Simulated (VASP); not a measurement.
# Li (Im-3m) in VASP: further runs

Li is run at these levels: PBE; tasks: single point, relaxation of cell and atoms.

All numbers are computed with VASP 6.6.1; they aren't measurements. Logs are shortened: lines on timing, memory, paths and dates and some standing lists are left out, and cuts for length are marked.

## (1) The cell of the first run

It takes space group Im-3m (No. 229, cubic). The conventional cell has a = 3.434 Å, b = 3.434 Å, c = 3.434 Å, α = 90.00°, β = 90.00°, γ = 90.00°. Within 3.9 Å of Li (site symmetry m-3m) lie 14 Li at 2.97 to 3.43 Å.

## (2) Single point, PBE

Contents of INCAR:

```
SYSTEM = Li
PREC     = Accurate       ! precision mode
ENCUT    = 520            ! plane-wave cutoff, eV
EDIFF    = 1E-6           ! SCF threshold, eV
ISMEAR   = 1              ! smearing method
SIGMA    = 0.1            ! smearing width, eV
LREAL    = .False.        ! projectors in reciprocal space
LASPH    = .True.         ! aspherical terms in the spheres
NELM     = 100            ! most SCF steps
ALGO     = Normal         ! electronic algorithm
ISIF     = 2              ! what is computed and relaxed
LWAVE    = .False.        ! write WAVECAR
LCHARG   = .False.        ! write CHGCAR
GGA      = PE             ! functional
NBANDS   = 10             ! bands
```

Contents of KPOINTS:

```
Automatic mesh
0
Gamma
  20 20 20
  0 0 0
```

Contents of POSCAR:

```
Li
1.0
    3.4336062743      0.0000000000      0.0000000000
    0.0000000000      3.4336062743      0.0000000000
    0.0000000000      0.0000000000      3.4336062743
Li
2
Direct
    0.0000000000      0.0000000000      0.0000000000
    0.5000000000      0.5000000000      0.5000000000
```

Potentials or basis: VASP PAW PBE potentials, release 64 (Li_sv).

Command:

```
> cat potpaw_PBE.64/Li_sv/POTCAR > POTCAR
> mpirun -np 1 vasp_std > vasp.out
```

OUTCAR:

```text
SYSTEM = Li
   PREC = Accurate
   ENCUT = 520
   EDIFF = 1E-6
   ISMEAR = 1
   LREAL = .False.
   LASPH = .True.
   NELM = 100
   ISIF = 2
   GGA = PE

 ion  position               nearest neighbor table
   1  0.000  0.000  0.000-
   2  0.500  0.500  0.500-

  LATTYP: Found a simple cubic cell.
 ALAT       =     3.4336062743

  Lattice vectors:

 A1 = (   3.4336062743,   0.0000000000,   0.0000000000)
 A2 = (   0.0000000000,   3.4336062743,   0.0000000000)
 A3 = (   0.0000000000,   0.0000000000,   3.4336062743)

Analysis of symmetry for initial positions (statically):
=====================================================================
 Subroutine PRICEL returns following result:

  LATTYP: Found a body centered cubic cell.
 ALAT       =     3.4336062743

  Lattice vectors:

 A1 = (   1.7168031372,   1.7168031372,  -1.7168031371)
 A2 = (  -1.7168031372,   1.7168031371,   1.7168031371)
 A3 = (   1.7168031372,  -1.7168031371,   1.7168031372)

   2 primitive cells build up your supercell.

 Routine SETGRP: Setting up the symmetry group for a
 simple cubic supercell.

 Subroutine GETGRP returns: Found 48 space group operations
 (whereof 48 operations were pure point group operations)
 out of a pool of 48 trial point group operations.

The static configuration has the point symmetry O_h .

Analysis of symmetry for dynamics (positions and initial velocities):
=====================================================================
 Subroutine PRICEL returns following result:

  LATTYP: Found a body centered cubic cell.
 ALAT       =     3.4336062743

  Lattice vectors:

 A1 = (   1.7168031372,   1.7168031372,  -1.7168031371)
 A2 = (  -1.7168031372,   1.7168031371,   1.7168031371)
 A3 = (   1.7168031372,  -1.7168031371,   1.7168031372)

   2 primitive cells build up your supercell.

 Routine SETGRP: Setting up the symmetry group for a
 simple cubic supercell.

 Subroutine GETGRP returns: Found 48 space group operations
 (whereof 48 operations were pure point group operations)
 out of a pool of 48 trial point group operations.

The dynamic configuration has the point symmetry O_h .

 Subroutine INISYM returns: Found 48 space group operations
 (whereof 48 operations are pure point group operations),
 and found     2 'primitive' translations

----------------------------------------------------------------------------------------

                                     Primitive cell

  volume of cell :      20.2405

  direct lattice vectors                    reciprocal lattice vectors
     1.716803137  1.716803137 -1.716803137     0.291238983  0.291238983  0.000000000
    -1.716803137  1.716803137  1.716803137    -0.000000000  0.291238983  0.291238983
     1.716803137 -1.716803137  1.716803137     0.291238983  0.000000000  0.291238983

  length of vectors
     2.973590260  2.973590260  2.973590260     0.411874120  0.411874120  0.411874120

  position of ions in fractional coordinates (direct lattice)
     0.000000000  0.000000000  0.000000000

  ion indices of the primitive-cell ions
   primitive index   ion index
                 1           1

----------------------------------------------------------------------------------------

 KPOINTS: Automatic mesh

Automatic generation of k-mesh.
 Grid dimensions read from file:
 generate k-points for:   20   20   20

 Generating k-lattice:

  Cartesian coordinates                     Fractional coordinates (reciprocal lattice)
     0.014561949  0.000000000  0.000000000     0.050000000  0.000000000  0.000000000
     0.000000000  0.014561949  0.000000000     0.000000000  0.050000000  0.000000000
     0.000000000  0.000000000  0.014561949     0.000000000  0.000000000  0.050000000

  Length of vectors
     0.014561949  0.014561949  0.014561949

  Shift w.r.t. Gamma in fractional coordinates (k-lattice)
     0.000000000  0.000000000  0.000000000

 Subroutine IBZKPT returns following result:
 ===========================================

 Found    286 irreducible k-points:

 Following reciprocal coordinates:
            Coordinates               Weight
  0.000000  0.000000  0.000000      1.000000
  0.050000  0.000000  0.000000      6.000000
  0.100000  0.000000  0.000000      6.000000
  0.150000  0.000000  0.000000      6.000000
  0.200000  0.000000  0.000000      6.000000
  0.250000  0.000000  0.000000      6.000000
[... 16 lines left out ...]
  0.150000  0.100000  0.000000     24.000000
  0.200000  0.100000  0.000000     24.000000
 [... further k-points ...]
   k-points           NKPTS =    286   k-points in BZ     NKDIM =    286   number of bands    NBANDS=     10
   number of dos      NEDOS =    301   number of ions     NIONS =      2
   total plane-waves  NPLWV =  21952
   dimension x,y,z NGX =    28 NGY =   28 NGZ =   28
   dimension x,y,z NGXF=    56 NGYF=   56 NGZF=   56
   ions per type =               2
   NGX,Y,Z   is equivalent  to a cutoff of  13.56, 13.56, 13.56 a.u.
   NGXF,Y,Z  is equivalent  to a cutoff of  27.11, 27.11, 27.11 a.u.
 SYSTEM =  Li
   PREC   = accura    normal or accurate (medium, high low for compatibility)
   ISTART =      0    job   : 0-new  1-cont  2-samecut
   ICHARG =      2    charge: 1-file 2-atom 10-const
   ISPIN  =      1    spin polarized calculation?
   LNONCOLLINEAR =      F non collinear calculations
   LSORBIT =      F    spin-orbit coupling
   LASPH  =      T    aspherical Exc in radial PAW
   ENCUT  =  520.0 eV  38.22 Ry    6.18 a.u.   6.38  6.38  6.38*2*pi/ulx,y,z
   NELM   =    100;   NELMIN=  2; NELMDL= -5     # of ELM steps
   EDIFF  = 0.1E-05   stopping-criterion for ELM
   LREAL  =      F    real-space projection
   EDIFFG = 0.1E-04   stopping-criterion for IOM
   NSW    =      0    number of steps for IOM
   IBRION =     -1    ionic relax: 0-MD 1-quasi-New 2-CG
   NFREE  =      0    steps in history (QN), initial steepest desc. (CG)
   ISIF   =      2    stress and relaxation
   ISYM   =      2    0-nonsym 1-usesym 2-fastsym
   POTIM  = 0.5000    time-step for ionic-motion
   TEBEG  =    0.0;   TEEND  =   0.0 temperature during run
   PSTRESS=    0.0 pullay stress
   NELECT =       6.0000    total number of electrons
   NUPDOWN=      -1.0000    fix difference up-down
   EMIN   =  10.00;   EMAX   =-10.00  energy-range for DOS
   EFERMI =   0.00;   METHOD = LEGACY
   ISMEAR =     1;   SIGMA  =   0.10  broadening in eV -4-tet -1-fermi 0-gaus
   EFERMI_NEDOS =   21; number of points for ismear=-14 and -15
   IALGO  =     38    algorithm
   IMIX   =      4    mixing-type and parameters
     AMIX     =   0.40;   BMIX     =  1.00
     AMIX_MAG =   1.60;   BMIX_MAG =  1.00
  volume/ion in A,a.u.               =      20.24       136.59
  Fermi-wavevector in a.u.,A,eV,Ry     =   0.866379  1.637220 10.212712  0.750613
  Thomas-Fermi vector in A             =   1.984760
   LORBIT       =      0    0 simple, 1 ext, 2 COOP (PROOUT), +10 PAW based schemes
   GGA     = PE    functional components
   LHFCALC =     F    Hartree Fock is set to
   AEXX    =    0.0000 exact exchange contribution
   IVDW    =     0    specifies the selected vdW correction
   LEPSILON=     F    determine dielectric tensor
   LRPA    =     F    only Hartree local field effects (RPA)
 non-spin polarized calculation
 Methfessel and Paxton  Order N= 1 SIGMA  =   0.10
  energy-cutoff  :      520.00
  volume of cell :       40.48
 maximum number of plane-waves:      1112
 NGX is ok and might be reduce to    28
   NGX = 13   NGY = 13   NGZ = 13

 number of electron       6.0000000 magnetization

 Free energy of the ion-electron system (eV)
  ---------------------------------------------------
  ext. energy  EPLUGINS =         0.00000000
  ---------------------------------------------------
  free energy    TOTEN  =        -3.80834591 eV

  energy without entropy =       -3.80786456  energy(sigma->0) =       -3.80818546

 E-fermi :   0.6513     XC(G=0):  -7.0477

 val. band max:        0.6511476911   @ k =   0.5000   0.4000   0.0000
 cond. band min:       0.6649645264   @ k =   0.4500   0.3000   0.0000
 fundamental gap:      0.0138168352
 Fermi energy:         0.6512661878

 k-point     1 :       0.0000    0.0000    0.0000
  band No.  band energies     occupation
      1     -45.8967      2.00000
      2     -45.8635      2.00000
      3      -2.9330      2.00000
      4       6.1555      0.00000
      5       6.1555      0.00000
      6       6.1555      0.00000
      7       8.4094      0.00000
      8       8.4094      0.00000
      9      14.2514      0.00000
     10      15.2496      0.00000

 k-point     2 :       0.0500    0.0000    0.0000
  band No.  band energies     occupation
      1     -45.8964      2.00000
      2     -45.8638      2.00000
      3      -2.9093      2.00000
      4       5.7699      0.00000
      5       6.1861      0.00000
      6       6.1861      0.00000
      7       8.4412      0.00000
      8       8.8393      0.00000
      9      14.3093      0.00000
     10      15.1154      0.00000

 k-point     3 :       0.1000    0.0000    0.0000
  band No.  band energies     occupation
      1     -45.8957      2.00000
      2     -45.8644      2.00000
      3      -2.8381      2.00000
      4       5.0079      0.00000
      5       6.2780      0.00000
      6       6.2780      0.00000
      7       8.5368      0.00000
      8       9.7268      0.00000
      9      14.5481      0.00000
     10      14.7278      0.00000

 k-point     4 :       0.1500    0.0000    0.0000
  band No.  band energies     occupation
      1     -45.8946      2.00000
      2     -45.8652      2.00000
      3      -2.7196      2.00000
      4       4.1808      0.00000
      5       6.4310      0.00000
      6       6.4310      0.00000
      7       8.6962      0.00000
      8      10.7318      0.00000
      9      14.1439      0.00000
     10      14.1450      0.00000
[... 222 lines left out ...]
 k-point    22 :       0.1000    0.1000    0.0000
  band No.  band energies     occupation
      1     -45.8948      2.00000
      2     -45.8650      2.00000
      3      -2.7435      2.00000
      4       4.7621      0.00000
      5       5.5762      0.00000
      6       6.4003      0.00000
      7       9.3331      0.00000
      8      10.3045      0.00000
      9      13.9597      0.00000
     10      14.4073      0.00000

 k-point    23 :       0.1500    0.1000    0.0000
  band No.  band energies     occupation
      1     -45.8937      2.00000
      2     -45.8658      2.00000
      3      -2.6251      2.00000
      4       4.1361      0.00000
      5       5.5523      0.00000
      6       6.5529      0.00000
      7       9.6336      0.00000
      8      11.1539      0.00000
      9      13.2686      0.00000
     10      13.9818      0.00000

 k-point    24 :       0.2000    0.1000    0.0000
  band No.  band energies     occupation
      1     -45.8922      2.00000
      2     -45.8669      2.00000
      3      -2.4588      2.00000
      4       3.3865      0.00000
      5       5.7178      0.00000
      6       6.7664      0.00000
      7       9.8967      0.00000
      8      12.0764      0.00000
      9      12.5027      0.00000
     10      13.3924      0.00000

 [... further k-points ...]
[... 5 lines left out ...]
  --------------------------------------------------------------------------------------
  -------------------------------------------------------------------------------------
  Total       -0.0135315     -0.0135315     -0.0135315     -0.0000000      0.0000000      0.0000000
  in kB       -0.5355555     -0.5355555     -0.5355555     -0.0000000      0.0000000      0.0000000
  external PRESSURE =      -0.5355555 kB  Pullay stress =       0.0000000 kB

 VOLUME and BASIS-vectors are now :
 -----------------------------------------------------------------------------
  energy-cutoff  :      520.00
  volume of cell :       40.48
      direct lattice vectors                 reciprocal lattice vectors
     3.433606274  0.000000000  0.000000000     0.291238983  0.000000000  0.000000000
     0.000000000  3.433606274  0.000000000     0.000000000  0.291238983  0.000000000
     0.000000000  0.000000000  3.433606274     0.000000000  0.000000000  0.291238983

 POSITION                                       TOTAL-FORCE (eV/Angst)
 -----------------------------------------------------------------------------------
      0.00000      0.00000      0.00000         0.000000      0.000000     -0.000000
      1.71680      1.71680      1.71680        -0.000000     -0.000000      0.000000
 -----------------------------------------------------------------------------------
    total drift:                                0.000000      0.000000      0.000000

  FREE ENERGIE OF THE ION-ELECTRON SYSTEM (eV)
  ---------------------------------------------------
  free  energy   TOTEN  =        -3.8083459111 eV

  energy  without entropy=       -3.8078645574  energy(sigma->0) =       -3.80818546
```

It took 28 s on 1 thread of Intel Xeon 6975P-C (Granite Rapids), shared host; peak memory 0.2 GiB.

Results:

```yaml
Free_energy: -3.8083 eV
Band_gap_on_the_k_mesh: zero (band 3 reaches 4.01 eV, above the bottom of band 4 at -0.52 eV)
```

Levels at points of the mesh, in eV from the Fermi level:
| k point | band 1 | band 2 | band 3 | band 4 | band 5 | band 6 |
| --- | --- | --- | --- | --- | --- | --- |
| (0.00, 0.00, 0.00) | -46.55 | -46.51 | -3.58 | 5.50 | 5.50 | 5.50 |
| (0.50, 0.00, 0.00) | -46.53 | -46.53 | -1.17 | -1.17 | 8.53 | 8.53 |
| (0.50, 0.50, 0.00) | -46.53 | -46.53 | 0.22 | 0.22 | 3.24 | 3.24 |
| (0.50, 0.50, 0.50) | -46.53 | -46.53 | 3.36 | 3.36 | 3.36 | 3.36 |

Caveat: the cutoff is under 1.25 times the usual one of these potentials, so pressure, stress and relaxed cells hold a basis-set (Pulay) error.

## (3) Relaxation of cell and atoms, PBE

This run uses another cell than the first one, of 20.89 Å³/atom, 1.032 times its volume.

Contents of INCAR:

```
PREC = Accurate
ENCUT = 600
EDIFF = 1E-6
ISMEAR = 1
SIGMA = 0.1
LREAL = False
LASPH = True
NELM = 100
ALGO = Normal
ISIF = 3
LWAVE = False
LCHARG = False
GGA = PE
IBRION = 2
NSW = 80
EDIFFG = -0.005
```

Contents of KPOINTS:

```
regular mesh
0
Gamma
  20 20 20
```

Contents of POSCAR:

```
Li
1.0
    3.4700000000      0.0000000000      0.0000000000
    0.0000000000      3.4700000000      0.0000000000
    0.0000000000      0.0000000000      3.4700000000
Li
2
Direct
    0.0000000000      0.0000000000      0.0000000000
    0.5000000000      0.5000000000      0.5000000000
```

Potentials or basis: VASP PAW PBE potentials, release 64 (Li_sv).

Command:

```
> cat potpaw_PBE.64/Li_sv/POTCAR > POTCAR
> mpirun -np 1 vasp_std > vasp.out
```

Wall time 56 s (1 thread of Intel Xeon 6975P-C (Granite Rapids), shared host); peak memory 0.21 GiB.

It converged, with:

```
Free energy                            : -3.8092 eV
Relaxed volume                         : 20.10 Å³/atom
Relaxed cell                           : a = 3.425 Å, b = 3.425 Å, c = 3.425 Å, α = 90.00°, β = 90.00°, γ = 90.00°
Space group after relaxing (to 0.05 Å) : Im-3m (No. 229)
Energy gained by relaxing              : 1.4 meV/atom
Ionic steps                            : 3
Pressure after relaxing                : 0.0 GPa
Band gap on the k mesh                 : zero (band 3 reaches 4.05 eV, above the bottom of band 4 at -0.50 eV)
```

Step by step:
```
step  energy change (eV)  largest force (eV/Å)  pressure (GPa)  volume (Å³)
   1              0.0000                0.0000           -0.51        41.78
   2             -0.0011                0.0000           -0.40        41.38
   3             -0.0027                0.0000           -0.02        40.19
```

Final structure:
```
Li
1.0
     3.42548    0.00000    0.00000
     0.00000    3.42548    0.00000
     0.00000    0.00000    3.42548
Li
2
Cartesian
  0.0000 3.4255 0.0000
  1.7127 1.7127 1.7127
```

Levels at points of the mesh, in eV from the Fermi level:
```csv
k point,band 1,band 2,band 3,band 4,band 5,band 6,band 7
"(0.00, 0.00, 0.00)",-46.53,-46.50,-3.59,5.53,5.53,5.53,7.79
"(0.50, 0.00, 0.00)",-46.51,-46.51,-1.17,-1.17,8.57,8.57,8.57
"(0.50, 0.50, 0.00)",-46.51,-46.51,0.22,0.22,3.26,3.26,10.40
"(0.50, 0.50, 0.50)",-46.51,-46.51,3.38,3.38,3.38,3.38,3.38
```

Caveat: the cutoff is under 1.25 times the usual one of these potentials, so pressure, stress and relaxed cells hold a basis-set (Pulay) error.
